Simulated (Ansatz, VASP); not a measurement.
## InP: VASP beside Ansatz

```
In P
1.0
     0.00000    2.81032    2.81032
     2.81032    0.00000    2.81032
     2.81032    2.81032    0.00000
In P
1 1
Direct
  0.00000 0.00000 0.00000
  0.50000 0.50000 0.50000
```

Alike in both runs: task single point; functional RPBE; k mesh 8 × 8 × 8; occupations gaussian, width 0.05 eV; no spin polarisation.

|  | VASP | Ansatz |
| --- | --- | --- |
| version | VASP 6.6.1 | Ansatz 0.2.0 |
| potentials or method | VASP PAW PBE potentials, release 64 (In_d, P), cutoff 500 eV | scalar-relativistic, plane waves, PAW |
| valence electrons in the cell | 18 | 18 |

VASP gave:

| Item | Value |
| --- | --- |
| gap on the k mesh at the Fermi level (eV) | none |
| pressure (GPa) | -1.4 |

Which values does Ansatz return?

gap on the k mesh at the Fermi level (eV): none; pressure (GPa): -1.3.

VASP's potentials were made for PBE, not for RPBE. A gap of «none» marks a metal or a gap that the smearing closes. The functional is the same, so the differences come from potentials, cutoffs and numerics.
